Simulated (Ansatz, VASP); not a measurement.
Given: the input of a run of Ansatz 0.2.0 on As.

Contents of input.yaml:

```yaml
crystal:
  lattice:
    - [2.7036817444, 0.0, 0.0]
    - [0.0, 2.7036817444, 0.0]
    - [0.0, 0.0, 2.7036817444]
  atoms:
    - { symbol: As, position: [0.5, 0.5, 0.5] }
hamiltonian:
  xc: pbe0
  pseudopotentials: { kind: paw }
kpoints:
  mp_grid: { grid: [5, 5, 5] }
scf:
  occupations: { method: fermi_dirac, width: 0.05 }
output:
  forces: true
  stress: true
  eigenvalues: true
relax:
  f_tol: 0.01
  max_steps: 40
  cell: { stress_tol: 0.05 }
```

Potentials or basis: Ansatz PAW.

Run with:

```sh
$ ansatz run input.yaml --threads 2 --pin off --max-ram 5632MiB --backend cpu --events-out ev --progress --plain --runs-dir out
```

**Question.** Set up the same calculation for VASP 6.6.1. Potentials there: VASP PAW PBE potentials, release 64 (As).

**Answer.** As run (the cutoff follows the program's own potentials):

File POSCAR:

```
As
1.0
    2.7036817444      0.0000000000      0.0000000000
    0.0000000000      2.7036817444      0.0000000000
    0.0000000000      0.0000000000      2.7036817444
As
1
Direct
    0.5000000000      0.5000000000      0.5000000000
```

File INCAR.step1:

```
SYSTEM = As
  PREC = Accurate
  ENCUT = 600
  EDIFF = 1E-5
  ISMEAR = -1
  SIGMA = 0.05
  LREAL = .False.
  LASPH = .True.
  NELM = 80
  ALGO = Normal
  LWAVE = .True.
  LCHARG = .False.
  GGA = PE
  NBANDS = 8
```

Contents of INCAR.step2:

```
SYSTEM = As
  PREC = Accurate
  ENCUT = 600
  EDIFF = 1E-6
  ISMEAR = -1
  SIGMA = 0.05
  LREAL = .False.
  LASPH = .True.
  NELM = 80
  ALGO = Normal
  ISIF = 3
  LWAVE = .False.
  LCHARG = .False.
  GGA = PE
  LHFCALC = .True.
  AEXX = 0.25
  PRECFOCK = Normal
  IBRION = 2
  NSW = 60
  EDIFFG = -0.01
  ISTART = 1
```

File KPOINTS:

```
regular mesh
0
Gamma
  5 5 5
  0 0 0
```

Potentials or basis: VASP PAW PBE potentials, release 64 (As).

The run is started by

```sh
$ cat potpaw_PBE.64/As/POTCAR > POTCAR
$ cp INCAR.step1 INCAR
$ mpirun -np 1 vasp_std > vasp.out
$ cp INCAR.step2 INCAR
$ mpirun -np 1 vasp_std > vasp.out
```

Both were run:

|  | VASP | Ansatz | Ansatz less VASP |
| --- | --- | --- | --- |
| gap on the k mesh at the Fermi level, each at its own relaxed structure (eV) | none | none | - |
| relaxed volume (Å³/atom) | 19.62 | 19.76 | +0.142 |
| relaxed length of the cell vector where the two differ most in proportion (Å) | 2.697 | 2.704 | +0.0065 |

A gap of «none» marks a metal or a gap that the smearing closes. VASP's potentials hold 5 valence electrons a cell and Ansatz's 15, so a difference there can come from the potentials and not from the codes.

The k mesh is coarse, so the values compare programs but aren't converged. Noted on Ansatz's run: the plane-wave basis is chosen anew once the cell has moved, so the energies of steps on either side of that aren't comparable.
